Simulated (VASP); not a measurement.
# Be9S7 (a cell with a defect) in VASP: further runs

Aim: see how the results for Be9S7 (a cell with a defect) move with the level of theory and the settings. Levels: PBEsol, RPBE, PBEsol+D3(BJ). Tasks: single point.

All numbers are computed with VASP 6.6.1; they aren't measurements. Logs are shortened: lines on timing, memory, paths and dates and some standing lists are left out, and cuts for length are marked.

**1. The cell of the first run**

The cell holds a defect, 16 atoms: a = 6.842 Å, b = 6.842 Å, c = 6.842 Å, α = 60.00°, β = 60.00°, γ = 60.00°.

**2. Single point, PBEsol**

Contents of INCAR:

```
SYSTEM = Be9S7
PREC = Accurate
ENCUT = 520
EDIFF = 1E-6
ISMEAR = -1
SIGMA = 0.05
LREAL = Auto
LASPH = .TRUE.
NELM = 80
ALGO = Normal
ISIF = 2
LWAVE = .FALSE.
LCHARG = .FALSE.
GGA = PS
NBANDS = 44
```

Contents of KPOINTS:

```
Automatic mesh
0
Gamma
  2 2 2
  0.5 0.5 0.5
```

Contents of POSCAR:

```
Be9S7
1.0
    0.0000000000      4.8379960000      4.8379960000
    4.8379960000      0.0000000000      4.8379960000
    4.8379960000      4.8379960000      0.0000000000
Be S
9 7
Direct
    0.9997990000      0.0050810000      0.0165920000
    0.4851920000      0.4876270000      0.5051800000
    0.6220690000      0.6249790000      0.6377540000
    0.0159190000      0.9950650000      0.4966860000
    0.5051150000      0.4976340000      0.0068460000
    0.9919660000      0.4876250000      0.0378710000
    0.4956400000      0.9971090000      0.5079110000
    0.5031790000      0.9718290000      0.0096810000
    0.9882090000      0.4867450000      0.5182220000
    0.1173130000      0.1271700000      0.1292550000
    0.1275380000      0.1151700000      0.6246530000
    0.6301140000      0.6295880000      0.1216450000
    0.1458610000      0.6026010000      0.1135650000
    0.6244520000      0.1178720000      0.6172960000
    0.6118160000      0.1272930000      0.1296730000
    0.1196260000      0.6276790000      0.6216000000
```

Potentials or basis: VASP PAW PBE potentials, release 64 (Be, S).

Started as:

```console
> cat potpaw_PBE.64/Be/POTCAR potpaw_PBE.64/S/POTCAR > POTCAR
> mpirun -np 1 vasp_std > vasp.out
```

OUTCAR:

```text
SYSTEM = Be9S7
   PREC = Accurate
   ENCUT = 520
   EDIFF = 1E-6
   ISMEAR = -1
   LREAL = Auto
   LASPH = .TRUE.
   NELM = 80
   ISIF = 2
   GGA = PS

 ion  position               nearest neighbor table
   1  1.000  0.005  0.017-  10 1.97  15 2.17  11 2.19  13 2.26
   2  0.485  0.488  0.505-  16 2.05  14 2.07  12 2.15   3 2.27
   3  0.622  0.625  0.638-   9 2.05   5 2.06   7 2.08   2 2.27
   4  0.016  0.995  0.497-  11 2.01  16 2.06  10 2.06  14 2.19
   5  0.505  0.498  0.007-  13 2.01   3 2.06  15 2.07  12 2.08
   6  0.992  0.488  0.038-  13 1.94  10 2.02  12 2.03  16 2.33
[... 8 lines left out ...]
  15  0.612  0.127  0.130-   5 2.07   7 2.11   8 2.15   1 2.17
  16  0.120  0.628  0.622-   2 2.05   4 2.06   9 2.10   6 2.33

  LATTYP: Found a face centered cubic cell.
 ALAT       =     9.6759920000

  Lattice vectors:

 A1 = (   0.0000000000,   4.8379960000,   4.8379960000)
 A2 = (   4.8379960000,   0.0000000000,   4.8379960000)
 A3 = (   4.8379960000,   4.8379960000,   0.0000000000)

Analysis of symmetry for initial positions (statically):
=====================================================================
 Subroutine PRICEL returns:
 Original cell was already a primitive cell.

 Routine SETGRP: Setting up the symmetry group for a
 face centered cubic supercell.

 Subroutine GETGRP returns: Found  1 space group operations
 (whereof  1 operations were pure point group operations)
 out of a pool of 48 trial point group operations.

The static configuration has the point symmetry C_1 .

Analysis of symmetry for dynamics (positions and initial velocities):
=====================================================================
 Subroutine PRICEL returns:
 Original cell was already a primitive cell.

 Routine SETGRP: Setting up the symmetry group for a
 face centered cubic supercell.

 Subroutine GETGRP returns: Found  1 space group operations
 (whereof  1 operations were pure point group operations)
 out of a pool of 48 trial point group operations.

The dynamic configuration has the point symmetry C_1 .

 Subroutine INISYM returns: Found  1 space group operations
 (whereof  1 operations are pure point group operations),
 and found     1 'primitive' translations

----------------------------------------------------------------------------------------

                                     Primitive cell

  volume of cell :     226.4783

  direct lattice vectors                    reciprocal lattice vectors
     0.000000000  4.837996000  4.837996000    -0.103348577  0.103348577  0.103348577
     4.837996000  0.000000000  4.837996000     0.103348577 -0.103348577  0.103348577
     4.837996000  4.837996000  0.000000000     0.103348577  0.103348577 -0.103348577

  length of vectors
     6.841959558  6.841959558  6.841959558     0.179004985  0.179004985  0.179004985

  position of ions in fractional coordinates (direct lattice)
     0.999799000  0.005081000  0.016592000
     0.485192000  0.487627000  0.505180000
     0.622069000  0.624979000  0.637754000
     0.015919000  0.995065000  0.496686000
     0.505115000  0.497634000  0.006846000
     0.991966000  0.487625000  0.037871000
[... 8 lines left out ...]
     0.611816000  0.127293000  0.129673000
     0.119626000  0.627679000  0.621600000

  ion indices of the primitive-cell ions
   primitive index   ion index
                 1           1
                 2           2
                 3           3
                 4           4
                 5           5
                 6           6
[... 8 lines left out ...]
                15          15
                16          16

----------------------------------------------------------------------------------------

 KPOINTS: Automatic mesh

Automatic generation of k-mesh.
 Grid dimensions read from file:
 generate k-points for:    2    2    2

 Generating k-lattice:

  Cartesian coordinates                     Fractional coordinates (reciprocal lattice)
    -0.051674288  0.051674288  0.051674288     0.500000000  0.000000000  0.000000000
     0.051674288 -0.051674288  0.051674288     0.000000000  0.500000000  0.000000000
     0.051674288  0.051674288 -0.051674288     0.000000000  0.000000000  0.500000000

  Length of vectors
     0.089502493  0.089502493  0.089502493

  Shift w.r.t. Gamma in fractional coordinates (k-lattice)
     0.500000000  0.500000000  0.500000000

 Subroutine IBZKPT returns following result:
 ===========================================

 Found     16 irreducible k-points:

 Following reciprocal coordinates:
            Coordinates               Weight
  0.250000  0.250000  0.250000      2.000000
  0.250000  0.000000  0.000000      2.000000
  0.000000  0.000000 -0.250000      2.000000
  0.000000  0.250000  0.000000      2.000000
 -0.250000  0.250000  0.250000      2.000000
  0.250000 -0.250000  0.250000      2.000000
[... 8 lines left out ...]
  0.000000  0.250000  0.500000      2.000000
  0.500000  0.250000  0.000000      2.000000
[... 43 lines left out ...]
   GGA     = PS    functional components
   LHFCALC =     F    Hartree Fock is set to
   AEXX    =    0.0000 exact exchange contribution
   IVDW    =     0    specifies the selected vdW correction
   LEPSILON=     F    determine dielectric tensor
   LRPA    =     F    only Hartree local field effects (RPA)
 non-spin polarized calculation
  energy-cutoff  :      520.00
  volume of cell :      226.48
 maximum number of plane-waves:      6098
 NGX is ok and might be reduce to    54
   NGX = 25   NGY = 25   NGZ = 25

 number of electron      60.0000002 magnetization

 Free energy of the ion-electron system (eV)
  ---------------------------------------------------
  ext. energy  EPLUGINS =         0.00000000
  ---------------------------------------------------
  free energy    TOTEN  =       -76.02572077 eV

  energy without entropy =      -75.97700881  energy(sigma->0) =      -76.00136479

 E-fermi :   5.6600     XC(G=0):  -9.7851

 val. band max:        5.6580435517   @ k =   0.5000  -0.2500   0.5000
 cond. band min:       5.6685119149   @ k =   0.0000   0.2500   0.5000
 fundamental gap:      0.0104683632
 Fermi energy:         5.6599954077

 k-point     1 :       0.2500    0.2500    0.2500
  band No.  band energies     occupation
      1      -9.7963      2.00000
      2      -8.7465      2.00000
      3      -8.5205      2.00000
      4      -8.2937      2.00000
      5      -8.1563      2.00000
      6      -7.9873      2.00000
[... 34 lines left out ...]
     41       9.6198      0.00000
     42       9.7905      0.00000

 k-point     2 :       0.2500    0.0000    0.0000
  band No.  band energies     occupation
      1      -9.7828      2.00000
      2      -8.8368      2.00000
      3      -8.4038      2.00000
      4      -8.3201      2.00000
      5      -8.1639      2.00000
      6      -7.9957      2.00000
[... 34 lines left out ...]
     41       9.4793      0.00000
     42       9.6994      0.00000

 k-point     3 :       0.0000    0.0000   -0.2500
  band No.  band energies     occupation
      1      -9.7943      2.00000
      2      -8.7391      2.00000
      3      -8.5174      2.00000
      4      -8.3103      2.00000
      5      -8.1514      2.00000
      6      -7.9900      2.00000
[... 34 lines left out ...]
     41       9.4908      0.00000
     42       9.6599      0.00000

 k-point     4 :       0.0000    0.2500    0.0000
  band No.  band energies     occupation
      1      -9.7824      2.00000
      2      -8.8332      2.00000
      3      -8.4006      2.00000
      4      -8.3363      2.00000
      5      -8.1650      2.00000
      6      -7.9885      2.00000
[... 484 lines left out ...]
     41      10.2932      0.00000
     42      10.4879      0.00000

 k-point    15 :       0.0000    0.2500    0.5000
  band No.  band energies     occupation
      1      -9.4657      2.00000
      2      -8.8937      2.00000
      3      -8.7554      2.00000
      4      -8.4300      2.00000
      5      -8.0735      2.00000
      6      -8.0055      2.00000
[... 34 lines left out ...]
     41      10.3198      0.00000
     42      10.5345      0.00000

 k-point    16 :       0.5000    0.2500    0.0000
  band No.  band energies     occupation
      1      -9.4077      2.00000
      2      -9.0354      2.00000
      3      -8.7040      2.00000
      4      -8.2886      2.00000
      5      -8.2360      2.00000
      6      -8.1169      2.00000
[... 34 lines left out ...]
     41      10.2813      0.00000
     42      10.5041      0.00000
 [bands above 42 left out]

------------------------ aborting loop because EDIFF is reached ----------------------------------------

  FORCE on cell =-STRESS in cart. coord.  units (eV):
  Direction    XX          YY          ZZ          XY          YZ          ZX
  --------------------------------------------------------------------------------------
  -------------------------------------------------------------------------------------
  Total        2.0317450      2.8206227      1.6630503     -1.2022306      0.8384081      2.7354148
  in kB       14.3731936     19.9539588     11.7649332     -8.5049514      5.9311585     19.3511718
  external PRESSURE =      15.3640286 kB  Pullay stress =       0.0000000 kB

 VOLUME and BASIS-vectors are now :
 -----------------------------------------------------------------------------
  energy-cutoff  :      520.00
  volume of cell :      226.48
      direct lattice vectors                 reciprocal lattice vectors
     0.000000000  4.837996000  4.837996000    -0.103348577  0.103348577  0.103348577
     4.837996000  0.000000000  4.837996000     0.103348577 -0.103348577  0.103348577
     4.837996000  4.837996000  0.000000000     0.103348577  0.103348577 -0.103348577

 POSITION                                       TOTAL-FORCE (eV/Angst)
 -----------------------------------------------------------------------------------
      0.10485      4.91730      4.86161        -1.142424     -0.994948     -1.158019
      4.80320      4.79142      4.70649        -0.412921     -0.356994      0.031539
      6.10910      6.09502      6.03321        -0.292551     -0.513127     -0.223433
      7.21709      2.47998      4.89114         0.137330     -0.522074     -0.814968
      2.44067      2.47687      4.85130         0.144254      0.734899     -0.658538
      2.54235      4.98235      7.15826        -1.050864     -1.103060      0.477551
[... 8 lines left out ...]
      1.24320      3.58732      3.57581        -0.866251      0.662646      0.207786
      6.04401      3.58605      3.61546         0.210484      0.511757     -0.597086
 -----------------------------------------------------------------------------------
    total drift:                                0.000625     -0.000779      0.002478

  FREE ENERGIE OF THE ION-ELECTRON SYSTEM (eV)
  ---------------------------------------------------
  free  energy   TOTEN  =       -76.0257207663 eV

  energy  without entropy=      -75.9770088097  energy(sigma->0) =      -76.00136479
```

It took 5.8 min on 1 thread of Intel Xeon Platinum 8259CL at 2.50GHz (Skylake/Cascade Lake), shared host; peak memory 0.42 GiB.

What came out:

| Property | Result |
| --- | --- |
| Free energy | -76.0257 eV |
| Pressure | 1.5 GPa |
| Largest force | 2.394 eV/Å |
| Band gap on the k mesh | zero (band 30 reaches 5.89 eV, above the bottom of band 31 at 5.66 eV) |

Forces on the atoms (eV/Å):
```
Be  -1.142 -0.995 -1.158
Be  -0.413 -0.357  0.032
Be  -0.293 -0.513 -0.223
Be   0.137 -0.522 -0.815
Be   0.144  0.735 -0.659
Be  -1.051 -1.103  0.478
Be   0.045 -1.036  0.471
Be   1.233 -1.300  1.588
Be  -1.010  0.389  1.027
S   -0.373  0.858  0.381
S    0.937  0.551 -0.158
S   -0.447  0.905 -1.405
S    2.266  0.101  0.624
S    0.622  1.114  0.208
S   -0.866  0.663  0.208
S    0.210  0.512 -0.597
```

Caveat: the k points lie up to 0.56 Å⁻¹ apart; the PAW data sets were made with another functional, which shifts forces and pressure a little.

**3. Single point, RPBE**

Contents of INCAR:

```
SYSTEM = Be9S7
  ALGO = Normal
  EDIFF = 1E-6
  ENCUT = 520
  GGA = RP
  ISIF = 2
  ISMEAR = -1
  LASPH = .TRUE.
  LCHARG = .FALSE.
  LREAL = Auto
  LWAVE = .FALSE.
  NBANDS = 44
  NELM = 100
  PREC = Accurate
  SIGMA = 0.05
```

KPOINTS is that of step 2.

POSCAR is that of step 2.

Potentials or basis: VASP PAW PBE potentials, release 64 (Be, S).

Started as:

```console
> cat potpaw_PBE.64/Be/POTCAR potpaw_PBE.64/S/POTCAR > POTCAR
> mpirun -np 1 vasp_std > vasp.out
```

Wall time 6.6 min (1 thread of Intel Xeon Platinum 8259CL at 2.50GHz (Skylake/Cascade Lake), shared host); peak memory 0.41 GiB.

The run converged. Its results:

- Free energy: -67.0084 eV
- Pressure: 5.7 GPa
- Largest force: 2.430 eV/Å
- Band gap on the k mesh: zero (band 30 reaches 6.05 eV, above the bottom of band 31 at 5.82 eV)

Forces in eV/Å, atoms in the order of the input:
```
Be  -1.153 -1.011 -1.170
Be  -0.383 -0.330  0.063
Be  -0.310 -0.509 -0.207
Be   0.135 -0.525 -0.822
Be   0.098  0.697 -0.627
Be  -1.062 -1.109  0.485
Be   0.003 -1.010  0.429
Be   1.248 -1.316  1.609
Be  -0.981  0.348  0.992
S   -0.407  0.860  0.374
S    0.972  0.555 -0.177
S   -0.441  0.922 -1.428
S    2.344  0.076  0.635
S    0.663  1.135  0.216
S   -0.920  0.695  0.229
S    0.194  0.524 -0.599
```

Stress tensor (GPa, compression positive):
```
 5.58 -0.86  1.94
-0.86  6.15  0.60
 1.94  0.60  5.31
```

Levels at points of the mesh, in eV from the Fermi level:
| k point | band 27 | band 28 | band 29 | band 30 | band 31 | band 32 | band 33 | band 34 |
| --- | --- | --- | --- | --- | --- | --- | --- | --- |
| (0.25, 0.25, 0.25) | -2.82 | -2.48 | -2.24 | 0.23 | 0.70 | 0.86 | 1.83 | 2.06 |

Caveat: the k points lie up to 0.56 Å⁻¹ apart; the PAW data sets were made with another functional, which shifts forces and pressure a little.

**4. Single point, PBEsol**

Contents of INCAR:

```
ALGO = Normal ; EDIFF = 1E-6
ENCUT = 520 ; GGA = PS
ISIF = 2 ; ISMEAR = 1
LASPH = T ; LCHARG = F
LREAL = Auto ; LWAVE = F
NBANDS = 44 ; NELM = 100
PREC = Accurate ; SIGMA = 0.05
```

KPOINTS is that of step 3.

POSCAR is that of step 3.

Started as:

```console
> cat potpaw_PBE.64/Be/POTCAR potpaw_PBE.64/S/POTCAR > POTCAR
> mpirun -np 1 vasp_std > vasp.out
```

Wall time 6.5 min (1 thread of Intel Xeon Platinum 8259CL at 2.50GHz (Skylake/Cascade Lake), shared host); peak memory 0.41 GiB.

It converged, with:

```
Free energy            : -75.9914 eV
Pressure               : 1.5 GPa
Largest force          : 2.402 eV/Å
Band gap on the k mesh : zero (band 30 reaches 5.89 eV, above the bottom of band 31 at 5.67 eV)
```

Forces in eV/Å, atoms in the order of the input:
```
Be  -1.144 -1.001 -1.153
Be  -0.421 -0.356  0.011
Be  -0.286 -0.535 -0.168
Be   0.143 -0.519 -0.810
Be   0.144  0.748 -0.683
Be  -1.053 -1.098  0.477
Be   0.042 -1.027  0.436
Be   1.236 -1.305  1.593
Be  -1.017  0.402  0.996
S   -0.373  0.857  0.381
S    0.940  0.551 -0.142
S   -0.449  0.901 -1.398
S    2.262  0.097  0.629
S    0.629  1.110  0.213
S   -0.866  0.663  0.212
S    0.213  0.512 -0.595
```

Stress tensor (GPa, compression positive):
```
 1.44 -0.90  1.95
-0.90  1.98  0.60
 1.95  0.60  1.13
```

Levels at points of the mesh, in eV from the Fermi level:
| k point | band 26 | band 27 | band 28 | band 29 | band 30 | band 31 | band 32 | band 33 | band 34 | band 35 |
| --- | --- | --- | --- | --- | --- | --- | --- | --- | --- | --- |
| (0.25, 0.25, 0.25) | -2.92 | -2.80 | -2.46 | -2.21 | 0.20 | 0.68 | 0.83 | 1.66 | 1.88 | 2.17 |

Caveat: the k points lie up to 0.56 Å⁻¹ apart; the PAW data sets were made with another functional, which shifts forces and pressure a little.

**5. Single point, PBEsol**

Contents of INCAR:

```
SYSTEM = Be9S7
PREC = Accurate ; ENCUT = 520
EDIFF = 1E-6 ; ISMEAR = -1
SIGMA = 0.05 ; LREAL = Auto
LASPH = .True. ; NELM = 60
ALGO = Normal ; ISIF = 2
LWAVE = .False. ; LCHARG = .True.
GGA = PS ; LELF = .True.
LVHAR = .True. ; NELECT = 54.0
NBANDS = 44
```

KPOINTS is that of step 4.

POSCAR is that of step 4.

Started as:

```console
> cat potpaw_PBE.64/Be/POTCAR potpaw_PBE.64/S/POTCAR > POTCAR
> mpirun -np 1 vasp_std > vasp.out
```

Run time: 7.5 min. Hardware: 1 thread of Intel Xeon Platinum 8259CL at 2.50GHz (Skylake/Cascade Lake), shared host; peak memory 0.42 GiB.

It converged, with:

```
Free energy   : -97.7022 eV
Largest force : 2.724 eV/Å
```

Forces on the atoms (eV/Å):
```
Be  -0.873 -0.614 -0.664
Be  -1.303 -0.924 -0.754
Be  -0.086 -0.646 -0.536
Be   0.361 -0.067 -0.648
Be   1.277  1.854 -1.122
Be  -0.565 -0.935 -0.071
Be   1.103 -1.660  1.436
Be   0.893 -0.836  1.119
Be  -1.507  1.471  1.728
S   -0.189  0.501  0.396
S    0.393  0.254 -0.322
S   -0.647  0.641 -1.002
S    1.169  0.159  0.700
S    0.211  0.742  0.265
S   -0.445  0.091 -0.043
S    0.208 -0.031 -0.482
```

Levels at points of the mesh, in eV from the Fermi level:
```tsv
k point	band 25	band 26	band 27	band 28	band 29	band 30
(0.25, 0.25, 0.25)	-0.14	0.01	0.15	0.46	0.76	2.55
```

Caveat: the k points lie up to 0.56 Å⁻¹ apart; the cell carries a net charge on a neutralising background, which shifts energy and pressure; the cell is charged against a uniform background, so pressure and absolute levels hang on convention; the PAW data sets were made with another functional, which shifts forces and pressure a little.

**6. Single point, PBEsol+D3(BJ)**

Contents of INCAR:

```
SYSTEM = Be9S7
PREC = Accurate
ENCUT = 520
EDIFF = 1E-6
ISMEAR = -1
SIGMA = 0.05
LREAL = Auto
LASPH = .TRUE.
NELM = 80
ALGO = Normal
ISIF = 2
LWAVE = .FALSE.
LCHARG = .TRUE.
GGA = PS
IVDW = 12
LELF = .TRUE.
LVHAR = .TRUE.
NBANDS = 44
```

KPOINTS is that of step 5.

POSCAR is that of step 5.

Potentials or basis: VASP PAW PBE potentials, release 64 (Be, S).

Started as:

```console
> cat potpaw_PBE.64/Be/POTCAR potpaw_PBE.64/S/POTCAR > POTCAR
> mpirun -np 1 vasp_std > vasp.out
```

It took 6 min on 1 thread of Intel Xeon Platinum 8259CL at 2.50GHz (Skylake/Cascade Lake), shared host; peak memory 0.43 GiB.

Results (log left out):

* Free energy: -79.5663 eV
* Pressure: -1.0 GPa
* Largest force: 2.394 eV/Å
* Band gap on the k mesh: zero (band 30 reaches 5.89 eV, above the bottom of band 31 at 5.66 eV)
* Dispersion energy per atom: -0.221 eV

Forces on the atoms (eV/Å):
```
Be  -1.143 -0.996 -1.158
Be  -0.412 -0.356  0.032
Be  -0.293 -0.513 -0.224
Be   0.137 -0.522 -0.816
Be   0.142  0.733 -0.658
Be  -1.050 -1.103  0.478
Be   0.044 -1.035  0.471
Be   1.232 -1.300  1.589
Be  -1.009  0.388  1.026
S   -0.373  0.857  0.380
S    0.939  0.551 -0.159
S   -0.445  0.906 -1.404
S    2.265  0.100  0.624
S    0.623  1.114  0.208
S   -0.868  0.663  0.208
S    0.210  0.512 -0.597
```

Stress tensor (GPa, compression positive):
```
-1.05 -0.85  1.93
-0.85 -0.50  0.59
 1.93  0.59 -1.31
```

Levels at points of the mesh, in eV from the Fermi level:
| k point | band 26 | band 27 | band 28 | band 29 | band 30 | band 31 | band 32 | band 33 | band 34 | band 35 |
| --- | --- | --- | --- | --- | --- | --- | --- | --- | --- | --- |
| (0.25, 0.25, 0.25) | -2.89 | -2.78 | -2.43 | -2.19 | 0.23 | 0.70 | 0.86 | 1.68 | 1.90 | 2.19 |

Caveat: the k points lie up to 0.56 Å⁻¹ apart; three body term missing; the PAW data sets were made with another functional, which shifts forces and pressure a little.

**7. Summary**

```tsv
level	smearing	gap on the mesh (eV)	pressure (GPa)	largest force (eV/Å)
PBEsol	fermi-dirac 0.05 eV	none	1.5	2.39
RPBE	fermi-dirac 0.05 eV	none	5.7	2.43
PBEsol	methfessel-paxton 0.05 eV	none	1.5	2.40
PBEsol+D3(BJ)	fermi-dirac 0.05 eV	none	-1.0	2.39
```

Alike in all rows: task single point; potentials or basis VASP PAW PBE potentials, release 64 (Be, S); no spin polarisation; cell as given; k mesh 2 × 2 × 2, shifted; cutoff (eV) 520.

Caveats: all runs use coarse meshes; the PAW data sets were made with another functional, which shifts forces and pressure a little; three body term missing (some runs).

Total energies depend on the potentials used, so only differences within one code and one set of settings carry meaning.
